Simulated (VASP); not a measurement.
Write the native input for VASP 6.6.1 that does the following.

```
Task                   : single point
Functional             : PBE
Potentials or basis    : VASP PAW PBE potentials, release 64 (Al)
Cutoff                 : 520 eV
k mesh                 : 5 × 5 × 1
Occupations            : gaussian, width 0.1 eV
Spin                   : no spin polarisation
Dipole correction      : yes
Further INCAR settings : ALGO = Normal; EDIFF = 1e-07; NBANDS = 32
```

The structure of Al lies in POSCAR:

```
Al
1.0
    5.7135165838      0.0000000000      0.0000000000
    0.0000000000      5.7135165838      0.0000000000
    0.0000000000      0.0000000000     19.6746954281
Al
13
Direct
    0.2500000000      0.2500000000      0.2033068321
    0.2500000000      0.7500000000      0.2033068321
    0.7500000000      0.2500000000      0.2033068321
    0.7500000000      0.7500000000      0.2033068321
    0.0000000000      0.0000000000      0.3092728605
    0.0000000000      0.5000000000      0.3092728605
    0.5000000000      0.0000000000      0.3092728605
    0.5000000000      0.5000000000      0.3092728605
    0.2500000000      0.2500000000      0.4154928577
    0.2500000000      0.7500000000      0.4154928577
    0.7500000000      0.2500000000      0.4154928577
    0.7500000000      0.7500000000      0.4154928577
    0.3333333333      0.5000000000      0.5310385689
```

These files were run (other wordings do the same):

INCAR

```
SYSTEM = Al
ALGO = Normal
DIPOL = 0.5 0.5 0.326
EDIFF = 1E-7
ENCUT = 520
GGA = PE
IDIPOL = 3
ISIF = 2
ISMEAR = 0
LASPH = .TRUE.
LCHARG = .TRUE.
LDIPOL = .TRUE.
LELF = .TRUE.
LREAL = .FALSE.
LVACPOTAV = .TRUE.
LVHAR = .TRUE.
LWAVE = .FALSE.
NBANDS = 32
NELM = 100
PREC = Accurate
SIGMA = 0.1
```

KPOINTS

```
k-points
0
G
  5 5 1
  0 0 0
```

Potentials or basis: VASP PAW PBE potentials, release 64 (Al).

The run is started by

```console
$ cat potpaw_PBE.64/Al/POTCAR > POTCAR
$ mpirun -np 1 vasp_std > vasp.out
```

It gave:

| Property | Result |
| --- | --- |
| Largest force | 0.348 eV/Å |
| Band gap on the k mesh | zero (an odd number of electrons rules out a gap without spin polarisation) |

Run time: 4 min on 1 thread of Intel(R) Xeon(R) 6975P-C (Granite Rapids) (shared host), peak memory 0.59 GiB.
